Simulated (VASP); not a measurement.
# NbP (I4_1md) in VASP: notebook, part 2 of 2

VASP 6.6.1. The steps go on from the part before.

### Step 3. Single point, LDA (volume scaled by 0.96)

INCAR reads:

```
  PREC = Accurate
  ENCUT = 520
  EDIFF = 1E-7
  ISMEAR = -1
  SIGMA = 0.05
  LREAL = False
  LASPH = True
  NELM = 60
  ALGO = Normal
  ISIF = 2
  LWAVE = False
  LCHARG = False
  GGA = CA
  NBANDS = 26
```

KPOINTS reads:

```
regular mesh
0
Gamma
  11 11 11
```

POSCAR reads:

```
NbP
1.0
   -1.6522863814      1.6522863814      5.6625296365
    1.6522863814     -1.6522863814      5.6625296365
    1.6522863814      1.6522863814     -5.6625296365
Nb P
2 2
Direct
    0.2498808000      0.7498808000      0.5000000000
    0.4998808000      0.4998808000      0.0000000000
    0.8327477700      0.3327477700      0.5000000000
    0.0827477700      0.0827477700      0.0000000000
```

Potentials or basis: VASP PAW LDA potentials, release 64 (Nb_sv, P).

On the command line:

```bash
cat potpaw_LDA.64/Nb_sv/POTCAR potpaw_LDA.64/P/POTCAR > POTCAR
mpirun -np 1 vasp_std > vasp.out
```

OUTCAR:

```text
PREC = Accurate
   ENCUT = 520
   EDIFF = 1E-7
   ISMEAR = -1
   LREAL = False
   LASPH = True
   NELM = 60
   ISIF = 2
   GGA = CA

 ion  position               nearest neighbor table
   1  0.250  0.750  0.500-   4 2.51   4 2.51   3 2.52   3 2.52   3 2.52   3 2.52
   2  0.500  0.500  0.000-   3 2.51   3 2.51   4 2.52   4 2.52   4 2.52   4 2.52
   3  0.833  0.333  0.500-   2 2.51   2 2.51   1 2.52   1 2.52   1 2.52   1 2.52
   4  0.083  0.083  0.000-   1 2.51   1 2.51   2 2.52   2 2.52   2 2.52   2 2.52

  LATTYP: Found a body centered tetragonal cell.
 ALAT       =     3.3045727628
 C/A-ratio  =     3.4270872775

  Lattice vectors:

 A1 = (  -1.6522863814,   1.6522863814,   5.6625296365)
 A2 = (   1.6522863814,  -1.6522863814,   5.6625296365)
 A3 = (   1.6522863814,   1.6522863814,  -5.6625296365)

Analysis of symmetry for initial positions (statically):
=====================================================================
 Subroutine PRICEL returns:
 Original cell was already a primitive cell.

 Routine SETGRP: Setting up the symmetry group for a
 body centered tetragonal supercell.

 Subroutine GETGRP returns: Found  8 space group operations
 (whereof  4 operations were pure point group operations)
 out of a pool of 16 trial point group operations.

The static configuration has the point symmetry C_2v.
 The point group associated with its full space group is C_4v.

Analysis of symmetry for dynamics (positions and initial velocities):
=====================================================================
 Subroutine PRICEL returns:
 Original cell was already a primitive cell.

 Routine SETGRP: Setting up the symmetry group for a
 body centered tetragonal supercell.

 Subroutine GETGRP returns: Found  8 space group operations
 (whereof  4 operations were pure point group operations)
 out of a pool of 16 trial point group operations.

[... 122 lines left out ...]
   IALGO  =     38    algorithm
   IMIX   =      4    mixing-type and parameters
     AMIX     =   0.40;   BMIX     =  1.00
     AMIX_MAG =   1.60;   BMIX_MAG =  1.00
  volume/ion in A,a.u.               =      15.46       104.32
  Fermi-wavevector in a.u.,A,eV,Ry     =   1.366979  2.583216 25.424289  1.868633
  Thomas-Fermi vector in A             =   2.493072
   LORBIT       =      0    0 simple, 1 ext, 2 COOP (PROOUT), +10 PAW based schemes
   GGA     = CA    functional components
   LHFCALC =     F    Hartree Fock is set to
   AEXX    =    0.0000 exact exchange contribution
   IVDW    =     0    specifies the selected vdW correction
   LEPSILON=     F    determine dielectric tensor
   LRPA    =     F    only Hartree local field effects (RPA)
 non-spin polarized calculation
  energy-cutoff  :      520.00
  volume of cell :       61.84
 maximum number of plane-waves:      1686
 NGX is ok and might be reduce to    48
   NGX = 23   NGY = 23   NGZ = 23

 number of electron      36.0000001 magnetization

 Free energy of the ion-electron system (eV)
  ---------------------------------------------------
  ext. energy  EPLUGINS =         0.00000000
  ---------------------------------------------------
  free energy    TOTEN  =       -39.03024444 eV

  energy without entropy =      -39.02468395  energy(sigma->0) =      -39.02746420

 E-fermi :  10.9616     XC(G=0): -12.3488

 val. band max:       10.9297091529   @ k =  -0.1818  -0.4545   0.1818
 cond. band min:      10.9685682495   @ k =  -0.0909   0.4545   0.0909
 fundamental gap:      0.0388590967
 Fermi energy:        10.9615705566

 k-point     1 :       0.0000    0.0000    0.0000
  band No.  band energies     occupation
      1     -43.5413      2.00000
      2     -43.4952      2.00000
      3     -20.0384      2.00000
      4     -19.7855      2.00000
      5     -19.7855      2.00000
      6     -19.6277      2.00000
[... 685 lines left out ...]
     25      15.3844      0.00000
     26      16.6385      0.00000

 [... further k-points ...]

------------------------ aborting loop because EDIFF is reached ----------------------------------------

  FORCE on cell =-STRESS in cart. coord.  units (eV):
  Direction    XX          YY          ZZ          XY          YZ          ZX
  --------------------------------------------------------------------------------------
  -------------------------------------------------------------------------------------
  Total       -0.5706535     -0.5706535     -0.9710312      0.0000000      0.0000000      0.0000000
  in kB      -14.7857012    -14.7857012    -25.1595377      0.0000000      0.0000000      0.0000000
  external PRESSURE =     -18.2436467 kB  Pullay stress =       0.0000000 kB

 VOLUME and BASIS-vectors are now :
 -----------------------------------------------------------------------------
  energy-cutoff  :      520.00
  volume of cell :       61.84
      direct lattice vectors                 reciprocal lattice vectors
    -1.652286381  1.652286381  5.662529637     0.000000000  0.302610979  0.088299759
     1.652286381 -1.652286381  5.662529637     0.302610979  0.000000000  0.088299759
     1.652286381  1.652286381 -5.662529637     0.302610979  0.302610979  0.000000000

 POSITION                                       TOTAL-FORCE (eV/Angst)
 -----------------------------------------------------------------------------------
      1.65229     -0.00000      2.82991         0.000000     -0.000000      0.030112
      0.00000      0.00000      5.66118        -0.000000      0.000000      0.030112
     -0.00000      1.65229      3.76839         0.000000      0.000000     -0.030112
      0.00000      0.00000      0.93712         0.000000      0.000000     -0.030112
 -----------------------------------------------------------------------------------
    total drift:                                0.000000      0.000000     -0.000107

  FREE ENERGIE OF THE ION-ELECTRON SYSTEM (eV)
  ---------------------------------------------------
  free  energy   TOTEN  =       -39.0302444405 eV

  energy  without entropy=      -39.0246839505  energy(sigma->0) =      -39.02746420
```

OSZICAR:

```text
N       E                     dE             d eps       ncg     rms          rms(c)
DAV:   1     0.375719271661E+03    0.37572E+03   -0.18756E+04  6552   0.139E+03
DAV:   2    -0.923437303428E+01   -0.38495E+03   -0.37291E+03  8172   0.555E+02
DAV:   3    -0.395488508628E+02   -0.30314E+02   -0.29849E+02 12400   0.119E+02
DAV:   4    -0.411995197848E+02   -0.16507E+01   -0.16415E+01 10272   0.217E+01
DAV:   5    -0.412893788991E+02   -0.89859E-01   -0.89791E-01 11912   0.550E+00    0.135E+01
DAV:   6    -0.390510343845E+02    0.22383E+01   -0.76450E+00 10368   0.205E+01    0.514E+00
DAV:   7    -0.390416262945E+02    0.94081E-02   -0.61034E-01 11008   0.451E+00    0.318E+00
DAV:   8    -0.390303369602E+02    0.11289E-01   -0.80585E-02  9874   0.173E+00    0.455E-01
DAV:   9    -0.390301662517E+02    0.17071E-03   -0.71003E-03 11440   0.555E-01    0.291E-01
DAV:  10    -0.390302586746E+02   -0.92423E-04   -0.18316E-03  8952   0.395E-01    0.611E-02
DAV:  11    -0.390302452036E+02    0.13471E-04   -0.12895E-04 10408   0.107E-01    0.176E-02
DAV:  12    -0.390302444231E+02    0.78056E-06   -0.79680E-06 10968   0.277E-02    0.551E-03
DAV:  13    -0.390302444405E+02   -0.17439E-07   -0.20757E-07  7632   0.371E-03
   1 F= -.39030244E+02 E0= -.39027464E+02  d E =-.556049E-02
```

stdout:

```text
POSCAR found type information on POSCAR NbP
 POSCAR found :  2 types and       4 ions
 scaLAPACK will be used
 LDA part: xc-table for (Slater(with rela. corr.)+CA(PZ))
 , standard interpolation
 POSCAR, INCAR and KPOINTS ok, starting setup
 FFT: planning ... GRIDC
 FFT: planning ... GRID_SOFT
 FFT: planning ... GRID
 WAVECAR not read
 entering main loop
```

Wall time 14 min (1 thread of AMD EPYC 7R43 (Zen 3), shared host); peak memory 0.32 GiB.

What came out:

| Property | Result |
| --- | --- |
| Free energy | -39.0302 eV |
| Pressure | -1.8 GPa |
| Largest force | 0.030 eV/Å |
| Band gap on the k mesh | zero (band 18 reaches 10.98 eV, above the bottom of band 19 at 10.97 eV) |

Forces on the atoms (eV/Å):
```
Nb   0.000  0.000  0.030
Nb   0.000  0.000  0.030
P    0.000  0.000 -0.030
P    0.000  0.000 -0.030
```

Caveat: the cell differs from its parent crystal (volume scaled by 0.96).

### Step 4. Single point, LDA (volume scaled by 0.98)

INCAR reads:

```
SYSTEM = NbP
ALGO = Normal
EDIFF = 1E-7
ENCUT = 520
GGA = CA
ISIF = 2
ISMEAR = -1
LASPH = .True.
LCHARG = .True.
LELF = .True.
LREAL = .False.
LVHAR = .True.
LWAVE = .False.
NBANDS = 26
NELM = 100
PREC = Accurate
SIGMA = 0.05
```

KPOINTS reads:

```
k-points
0
Gamma
  11 11 11
  0 0 0
```

POSCAR reads:

```
NbP
1.0
   -1.6636818200      1.6636818200      5.7015827992
    1.6636818200     -1.6636818200      5.7015827992
    1.6636818200      1.6636818200     -5.7015827992
Nb P
2 2
Direct
    0.2498808000      0.7498808000      0.5000000000
    0.4998808000      0.4998808000      0.0000000000
    0.8327477700      0.3327477700      0.5000000000
    0.0827477700      0.0827477700      0.0000000000
```

Potentials or basis: VASP PAW LDA potentials, release 64 (Nb_sv, P).

On the command line:

```bash
cat potpaw_LDA.64/Nb_sv/POTCAR potpaw_LDA.64/P/POTCAR > POTCAR
mpirun -np 1 vasp_std > vasp.out
```

OUTCAR:

```text
SYSTEM = NbP
   EDIFF = 1E-7
   ENCUT = 520
   GGA = CA
   ISIF = 2
   ISMEAR = -1
   LASPH = .True.
   LREAL = .False.
   NELM = 100
   PREC = Accurate

 ion  position               nearest neighbor table
   1  0.250  0.750  0.500-   4 2.53   4 2.53   3 2.54   3 2.54   3 2.54   3 2.54
   2  0.500  0.500  0.000-   3 2.53   3 2.53   4 2.54   4 2.54   4 2.54   4 2.54
   3  0.833  0.333  0.500-   2 2.53   2 2.53   1 2.54   1 2.54   1 2.54   1 2.54
   4  0.083  0.083  0.000-   1 2.53   1 2.53   2 2.54   2 2.54   2 2.54   2 2.54

  LATTYP: Found a body centered tetragonal cell.
 ALAT       =     3.3273636400
 C/A-ratio  =     3.4270872775

  Lattice vectors:

 A1 = (  -1.6636818200,   1.6636818200,   5.7015827992)
 A2 = (   1.6636818200,  -1.6636818200,   5.7015827992)
 A3 = (   1.6636818200,   1.6636818200,  -5.7015827992)

Analysis of symmetry for initial positions (statically):
=====================================================================
 Subroutine PRICEL returns:
 Original cell was already a primitive cell.

 Routine SETGRP: Setting up the symmetry group for a
 body centered tetragonal supercell.

 Subroutine GETGRP returns: Found  8 space group operations
[... 173 lines left out ...]
 val. band max:       10.6766945737   @ k =  -0.0909   0.4545   0.0909
 cond. band min:      10.6811299315   @ k =  -0.3636   0.4545   0.3636
 fundamental gap:      0.0044353578
 Fermi energy:        10.6797064477

 k-point     1 :       0.0000    0.0000    0.0000
  band No.  band energies     occupation
      1     -43.8789      2.00000
      2     -43.8370      2.00000
      3     -20.3435      2.00000
      4     -20.1181      2.00000
      5     -20.1181      2.00000
      6     -19.9654      2.00000
[... 685 lines left out ...]
     25      14.9690      0.00000
     26      16.2048      0.00000

 [... further k-points ...]

------------------------ aborting loop because EDIFF is reached ----------------------------------------

  FORCE on cell =-STRESS in cart. coord.  units (eV):
  Direction    XX          YY          ZZ          XY          YZ          ZX
  --------------------------------------------------------------------------------------
  -------------------------------------------------------------------------------------
  Total       -2.2584767     -2.2584767     -2.4107689      0.0000000      0.0000000      0.0000000
  in kB      -57.3231733    -57.3231733    -61.1885557      0.0000000      0.0000000      0.0000000
  external PRESSURE =     -58.6116341 kB  Pullay stress =       0.0000000 kB

 VOLUME and BASIS-vectors are now :
 -----------------------------------------------------------------------------
  energy-cutoff  :      520.00
  volume of cell :       63.12
      direct lattice vectors                 reciprocal lattice vectors
    -1.663681820  1.663681820  5.701582799     0.000000000  0.300538236  0.087694947
     1.663681820 -1.663681820  5.701582799     0.300538236  0.000000000  0.087694947
     1.663681820  1.663681820 -5.701582799     0.300538236  0.300538236  0.000000000

 POSITION                                       TOTAL-FORCE (eV/Angst)
 -----------------------------------------------------------------------------------
      1.66368      0.00000      2.84943        -0.000000     -0.000000      0.022265
      0.00000      0.00000      5.70022         0.000000      0.000000      0.022265
     -0.00000      1.66368      3.79438        -0.000000     -0.000000     -0.022265
      0.00000      0.00000      0.94359        -0.000000     -0.000000     -0.022265
 -----------------------------------------------------------------------------------
    total drift:                                0.000000      0.000000      0.000082

  FREE ENERGIE OF THE ION-ELECTRON SYSTEM (eV)
  ---------------------------------------------------
  free  energy   TOTEN  =       -38.9997337436 eV

  energy  without entropy=      -38.9940940341  energy(sigma->0) =      -38.99691389
```

OSZICAR:

```text
N       E                     dE             d eps       ncg     rms          rms(c)
DAV:   1     0.366028831718E+03    0.36603E+03   -0.18738E+04  6560   0.139E+03
DAV:   2    -0.102367677111E+02   -0.37627E+03   -0.36514E+03  8292   0.548E+02
DAV:   3    -0.396089818562E+02   -0.29372E+02   -0.28954E+02 12296   0.118E+02
DAV:   4    -0.412343877088E+02   -0.16254E+01   -0.16172E+01 10296   0.216E+01
DAV:   5    -0.413257277346E+02   -0.91340E-01   -0.91260E-01 11816   0.555E+00    0.131E+01
DAV:   6    -0.390246830163E+02    0.23010E+01   -0.79531E+00 10432   0.207E+01    0.495E+00
DAV:   7    -0.390123033184E+02    0.12380E-01   -0.61480E-01 10816   0.461E+00    0.309E+00
DAV:   8    -0.389998787842E+02    0.12425E-01   -0.86995E-02 10140   0.174E+00    0.470E-01
DAV:   9    -0.389996632160E+02    0.21557E-03   -0.71234E-03 11328   0.550E-01    0.289E-01
DAV:  10    -0.389997461714E+02   -0.82955E-04   -0.17904E-03  8984   0.387E-01    0.557E-02
DAV:  11    -0.389997346539E+02    0.11518E-04   -0.12891E-04 10528   0.105E-01    0.170E-02
DAV:  12    -0.389997337301E+02    0.92378E-06   -0.69449E-06 10696   0.271E-02    0.629E-03
DAV:  13    -0.389997337436E+02   -0.13570E-07   -0.17740E-07  7076   0.359E-03
   1 F= -.38999734E+02 E0= -.38996914E+02  d E =-.563971E-02
```

It took 17 min on 1 thread of AMD EPYC 7R43 (Zen 3), shared host; peak memory 0.33 GiB.

What came out:

* Free energy: -38.9997 eV
* Pressure: -5.9 GPa
* Largest force: 0.022 eV/Å
* Band gap on the k mesh: zero (filled and empty bands overlap)

Forces on the atoms (eV/Å):
```
Nb   0.000  0.000  0.022
Nb   0.000  0.000  0.022
P    0.000  0.000 -0.022
P    0.000  0.000 -0.022
```

Caveat: the cell differs from its parent crystal (volume scaled by 0.98).

### Step 5. Single point, LDA

This run uses another cell than the first one, of 16.10 Å³/atom, 1.064 times its volume.

INCAR reads:

```
ALGO = Normal
EDIFF = 1E-6
ENCUT = 520
ISIF = 2
ISMEAR = -1
LASPH = True
LCHARG = True
LELF = True
LREAL = False
LVHAR = True
LWAVE = False
NBANDS = 26
NELM = 80
PREC = Accurate
SIGMA = 0.05
```

KPOINTS reads:

```
k-points
0
Gamma
  11 11 11
```

POSCAR reads:

```
NbP
1.0
   -1.6749232544      1.6749232544      5.7401081759
    1.6749232544     -1.6749232544      5.7401081759
    1.6749232544      1.6749232544     -5.7401081759
Nb P
2 2
Direct
    0.2498808000      0.7498808000      0.5000000000
    0.4998808000      0.4998808000      0.0000000000
    0.8327477700      0.3327477700      0.5000000000
    0.0827477700      0.0827477700      0.0000000000
```

On the command line:

```bash
cat potpaw_LDA.64/Nb_sv/POTCAR potpaw_LDA.64/P/POTCAR > POTCAR
mpirun -np 1 vasp_std > vasp.out
```

Run time: 13 min. Hardware: 1 thread of AMD EPYC 7R43 (Zen 3), shared host; peak memory 0.34 GiB.

The run converged. Its results:

* Free energy: -38.9385 eV
* Pressure: -9.5 GPa
* Largest force: 0.015 eV/Å
* Band gap on the k mesh: zero (filled and empty bands touch)

Forces on the atoms (eV/Å):
```
Nb   0.000  0.000  0.015
Nb   0.000  0.000  0.015
P    0.000  0.000 -0.015
P    0.000  0.000 -0.015
```

Stress tensor (GPa, compression positive):
```
-9.53  0.00  0.00
 0.00 -9.53  0.00
 0.00  0.00 -9.33
```

Levels at points of the mesh, in eV from the Fermi level:
```csv
k point,band 15,band 16,band 17,band 18,band 19,band 20,band 21,band 22
"(0.00, 0.00, 0.00)",-2.13,-1.71,-1.33,-1.33,0.83,1.59,2.64,3.14
```

### Step 6. The runs side by side

| cell | gap on the mesh (eV) | pressure (GPa) | largest force (eV/Å) |
| --- | --- | --- | --- |
| a = 6.083 Å, angles 148.7, 148.7, 44.8°, 4 atoms | none | 2.7 | 0.04 |
| a = 6.126 Å, angles 148.7, 148.7, 44.8°, 4 atoms | none | -1.8 | 0.03 |
| a = 6.168 Å, angles 148.7, 148.7, 44.8°, 4 atoms | none | -5.9 | 0.02 |
| a = 6.210 Å, angles 148.7, 148.7, 44.8°, 4 atoms | none | -9.5 | 0.02 |

Alike in all rows: task single point; level LDA; potentials or basis VASP PAW LDA potentials, release 64 (Nb_sv, P); no spin polarisation; k mesh 11 × 11 × 11; cutoff (eV) 520; smearing fermi-dirac 0.05 eV.

Total energies depend on the potentials used, so only differences within one code and one set of settings carry meaning.
